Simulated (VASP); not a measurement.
# CsBr (Pm-3m) in VASP: further runs

Runs on CsBr. Level: PBEsol. Tasks: elastic constants.

All numbers are computed with VASP 6.6.1; they aren't measurements. Logs are shortened: lines on timing, memory, paths and dates and some standing lists are left out, and cuts for length are marked.

### 1 The cell of the first run

The structure is cubic, space group Pm-3m (No. 221). Conventional cell: a = 4.240 Å, b = 4.240 Å, c = 4.240 Å, α = 90.00°, β = 90.00°, γ = 90.00°. Cs (site symmetry m-3m) has 8 Br at 3.67 Å and 6 Cs at 4.24 Å within 4.8 Å. Br (site symmetry m-3m) has 8 Cs at 3.67 Å and 6 Br at 4.24 Å within 4.8 Å.

### 2 Elastic constants, PBEsol

File INCAR:

```
PREC = Accurate
ENCUT = 500
EDIFF = 1E-8
ISMEAR = 0
SIGMA = 0.01
LREAL = False
LASPH = True
NELM = 120
ALGO = Normal
ISIF = 3
LWAVE = False
LCHARG = False
GGA = PS
NBANDS = 15
IBRION = 6
NFREE = 2
POTIM = 0.015
NSW = 1
GGA_COMPAT = False
```

File KPOINTS:

```
regular mesh
0
Gamma
  6 6 6
```

File POSCAR:

```
CsBr
1.0
    4.2401757195      0.0000000000      0.0000000000
    0.0000000000      4.2401757195      0.0000000000
    0.0000000000      0.0000000000      4.2401757195
Cs Br
1 1
Direct
    0.0000000000      0.0000000000      0.0000000000
    0.5000000000      0.5000000000      0.5000000000
```

Potentials or basis: VASP PAW PBE potentials, release 64 (Cs_sv, Br).

The run is started by

```sh
cat potpaw_PBE.64/Cs_sv/POTCAR potpaw_PBE.64/Br/POTCAR > POTCAR
mpirun -np 1 vasp_std > vasp.out
```

OUTCAR:

```text
PREC = Accurate
   ENCUT = 500
   EDIFF = 1E-8
   ISMEAR = 0
   LREAL = False
   LASPH = True
   NELM = 120
   ISIF = 3
   GGA = PS
   IBRION = 6
   NFREE = 2
   POTIM = 0.015
   NSW = 1

 ion  position               nearest neighbor table
   1  0.000  0.000  0.000-
   2  0.500  0.500  0.500-

  LATTYP: Found a simple cubic cell.
 ALAT       =     4.2401757195

  Lattice vectors:

 A1 = (   4.2401757195,   0.0000000000,   0.0000000000)
 A2 = (   0.0000000000,   4.2401757195,   0.0000000000)
 A3 = (   0.0000000000,   0.0000000000,   4.2401757195)

Analysis of symmetry for initial positions (statically):
=====================================================================
 Subroutine PRICEL returns:
 Original cell was already a primitive cell.

 Routine SETGRP: Setting up the symmetry group for a
 simple cubic supercell.

 Subroutine GETGRP returns: Found 48 space group operations
 (whereof 48 operations were pure point group operations)
 out of a pool of 48 trial point group operations.

The static configuration has the point symmetry O_h .

Analysis of symmetry for dynamics (positions and initial velocities):
=====================================================================
 Subroutine PRICEL returns:
 Original cell was already a primitive cell.

 Routine SETGRP: Setting up the symmetry group for a
 simple cubic supercell.

 Subroutine GETGRP returns: Found 48 space group operations
 (whereof 48 operations were pure point group operations)
 out of a pool of 48 trial point group operations.

The dynamic configuration has the point symmetry O_h .

 Subroutine INISYM returns: Found 48 space group operations
 (whereof 48 operations are pure point group operations),
 and found     1 'primitive' translations

[... 757 lines left out ...]
      4      -6.5570      2.00000
      5      -6.4610      2.00000
      6      -0.8564      2.00000
      7      -0.4445      2.00000
      8      -0.3306      2.00000
      9       5.0733      0.00000
     10       5.3120      0.00000
     11       5.5618      0.00000
     12       8.2469      0.00000
     13       8.5062      0.00000
     14       9.4658      0.00000
     15      10.8429      0.00000

 [... further k-points ...]

------------------------ aborting loop because EDIFF is reached ----------------------------------------

  FORCE on cell =-STRESS in cart. coord.  units (eV):
  Direction    XX          YY          ZZ          XY          YZ          ZX
  --------------------------------------------------------------------------------------
  -------------------------------------------------------------------------------------
  Total        0.0402699      0.0404069      0.0404069      0.0000000      0.0000000      0.0000000
  in kB        0.8463306      0.8492093      0.8492093      0.0000000      0.0000000      0.0000000
  external PRESSURE =       0.8482497 kB  Pullay stress =       0.0000000 kB
[... 17 lines left out ...]
  FREE ENERGIE OF THE ION-ELECTRON SYSTEM (eV)
  ---------------------------------------------------
  free  energy   TOTEN  =        -6.3470082271 eV

  energy  without entropy=       -6.3470082271  energy(sigma->0) =       -6.34700823

 INTERNAL STRAIN TENSORS FROM STRAINED CELLS
 ============================================

 INTERNAL STRAIN TENSOR FOR ION    1 for displacements in x,y,z  (eV/Angst):
          X           Y           Z          XY          YZ          ZX
  --------------------------------------------------------------------------------
  x     0.00000     0.00000     0.00000     0.00000     0.00000     0.00000
  y     0.00000     0.00000     0.00000     0.00000     0.00000     0.00000
  z     0.00000     0.00000     0.00000     0.00000     0.00000     0.00000

 INTERNAL STRAIN TENSORS FROM DISPLACED ATOMS
 ============================================

 INTERNAL STRAIN TENSOR FOR ION    1 for displacements in x,y,z  (eV/Angst):
          X           Y           Z          XY          YZ          ZX
  --------------------------------------------------------------------------------
  x     0.00000     0.00000     0.00000     0.00000     0.00000     0.00000
  y     0.00000     0.00000     0.00000     0.00000     0.00000     0.00000
  z     0.00000     0.00000     0.00000     0.00000     0.00000     0.00000

 INTERNAL STRAIN TENSOR FOR ION    2 for displacements in x,y,z  (eV/Angst):
          X           Y           Z          XY          YZ          ZX
  --------------------------------------------------------------------------------
  x     0.00000     0.00000     0.00000     0.00000     0.00000     0.00000
  y     0.00000     0.00000     0.00000     0.00000     0.00000     0.00000
  z     0.00000     0.00000     0.00000     0.00000     0.00000     0.00000

 Eigenvectors and eigenvalues of the dynamical matrix
 ----------------------------------------------------

   1 f  =    2.097097 THz    13.176449 2PiTHz   69.951626 cm-1     8.672892 meV
             X         Y         Z           dx          dy          dz
      0.000000  0.000000  0.000000    -0.000000   -0.611310   -0.000000
      2.120088  2.120088  2.120088    -0.000000    0.791391    0.000000
[... 21 lines left out ...]
   6 f/i=    0.003861 THz     0.024258 2PiTHz    0.128782 cm-1     0.015967 meV
             X         Y         Z           dx          dy          dz
      0.000000  0.000000  0.000000    -0.000000   -0.000000    0.791391
      2.120088  2.120088  2.120088     0.000000    0.000000    0.611310

--------------------------------------------------------------------------------------------------------

 ELASTIC MODULI CONTR FROM IONIC RELAXATION (kBar)
 Direction    XX          YY          ZZ          XY          YZ          ZX
 --------------------------------------------------------------------------------
 XX           0.0000      0.0000      0.0000      0.0000      0.0000      0.0000
 YY           0.0000      0.0000      0.0000      0.0000      0.0000      0.0000
 ZZ           0.0000      0.0000      0.0000      0.0000      0.0000      0.0000
 XY           0.0000      0.0000      0.0000      0.0000      0.0000      0.0000
 YZ           0.0000      0.0000      0.0000      0.0000      0.0000      0.0000
 ZX           0.0000      0.0000      0.0000      0.0000      0.0000      0.0000
 --------------------------------------------------------------------------------

 TOTAL ELASTIC MODULI (kBar)
 Direction    XX          YY          ZZ          XY          YZ          ZX
 --------------------------------------------------------------------------------
 XX         315.8958     84.9982     84.9982      0.0000      0.0000      0.0000
 YY          84.9982    315.8958     84.9982      0.0000      0.0000      0.0000
 ZZ          84.9982     84.9982    315.8958      0.0000     -0.0000     -0.0000
 XY           0.0000      0.0000      0.0000     86.9526      0.0000      0.0000
 YZ           0.0000      0.0000     -0.0000      0.0000     86.9526      0.0000
 ZX           0.0000      0.0000     -0.0000      0.0000      0.0000     86.9526
 --------------------------------------------------------------------------------
```

stdout:

```text
POSCAR found type information on POSCAR CsBr
 POSCAR found :  2 types and       2 ions
 scaLAPACK will be used
 -----------------------------------------------------------------------------
|                                                                             |
|                                                                             |
|     You enforced a specific xc type in the INCAR file but a different       |
|     I HOPE YOU KNOW WHAT YOU ARE DOING!                                     |
|                                                                             |
[... 33 lines left out ...]
 Finite differences progress:
 bond charge predicted
 Finite differences progress:
 bond charge predicted
 Finite differences progress:
 bond charge predicted
 Finite differences progress:
 bond charge predicted
 Finite differences progress:
 bond charge predicted
 Finite differences progress:
```

It took 6.2 min on 1 thread of Intel Xeon Platinum 8488C (Sapphire Rapids), shared host; peak memory 0.27 GiB.

What came out:

```
Elastic constants C11, C12, C44                         : 32, 8, 9 GPa
Voigt bulk modulus                                      : 16 GPa
Highest phonon frequency at Γ, LO-TO splitting left out : 70 cm⁻¹
```

Phonon frequencies in cm⁻¹ (negative: imaginary):
```csv
q point,frequencies
"(0.000, 0.000, 0.000)",0 0 0 70 70 70
```

Elastic tensor in Voigt notation (GPa, in the Cartesian axes of the cell as first typed):
```
32  8  8  0  0  0
 8 32  8  0  0  0
 8  8 32  0  0  0
 0  0  0  9  0  0
 0  0  0  0  9  0
 0  0  0  0  0  9
```

Clamped-ion elastic tensor (GPa):
```
32  8  8  0  0  0
 8 32  8  0  0  0
 8  8 32  0  0  0
 0  0  0  9  0  0
 0  0  0  0  9  0
 0  0  0  0  0  9
```

Caveat: the PAW data sets were made with another functional, which shifts forces and pressure a little; spin-orbit coupling is left out, which moves the levels of the heavy elements.

### 3 Elastic constants, PBEsol

File INCAR:

```
SYSTEM = CsBr
  PREC = Accurate
  ENCUT = 500
  EDIFF = 1E-8
  ISMEAR = 0
  SIGMA = 0.01
  LREAL = .FALSE.
  LASPH = .TRUE.
  NELM = 120
  ALGO = Normal
  ISIF = 3
  LWAVE = .FALSE.
  LCHARG = .FALSE.
  GGA = PS
  IBRION = 6
  NFREE = 2
  POTIM = 0.015
  NSW = 1
  GGA_COMPAT = .FALSE.
```

File KPOINTS:

```
Automatic mesh
0
Gamma
  6 6 6
  0.5 0.5 0.5
```

POSCAR is that of step 2.

Potentials or basis: VASP PAW PBE potentials, release 64 (Cs_sv, Br).

The run is started by

```sh
cat potpaw_PBE.64/Cs_sv/POTCAR potpaw_PBE.64/Br/POTCAR > POTCAR
mpirun -np 1 vasp_std > vasp.out
```

Wall time 2.5 min (1 thread of Intel Xeon Platinum 8488C (Sapphire Rapids), shared host); peak memory 0.23 GiB.

Results (log left out):

| Quantity | Value |
| --- | --- |
| Elastic constants C11, C12, C44 | 32, 8, 9 GPa |
| Voigt bulk modulus | 16 GPa |
| Highest phonon frequency at Γ, LO-TO splitting left out | 70 cm⁻¹ |

Phonon frequencies in cm⁻¹ (negative: imaginary):
```csv
q point,frequencies
"(0.000, 0.000, 0.000)",0 0 0 70 70 70
```

Elastic tensor in Voigt notation (GPa, in the Cartesian axes of the cell as first typed):
```
32  8  8  0  0  0
 8 32  8  0  0  0
 8  8 32  0  0  0
 0  0  0  9  0  0
 0  0  0  0  9  0
 0  0  0  0  0  9
```

Clamped-ion elastic tensor (GPa):
```
32  8  8  0  0  0
 8 32  8  0  0  0
 8  8 32  0  0  0
 0  0  0  9  0  0
 0  0  0  0  9  0
 0  0  0  0  0  9
```

Caveat: the PAW data sets were made with another functional, which shifts forces and pressure a little; spin-orbit coupling is left out, which moves the levels of the heavy elements.
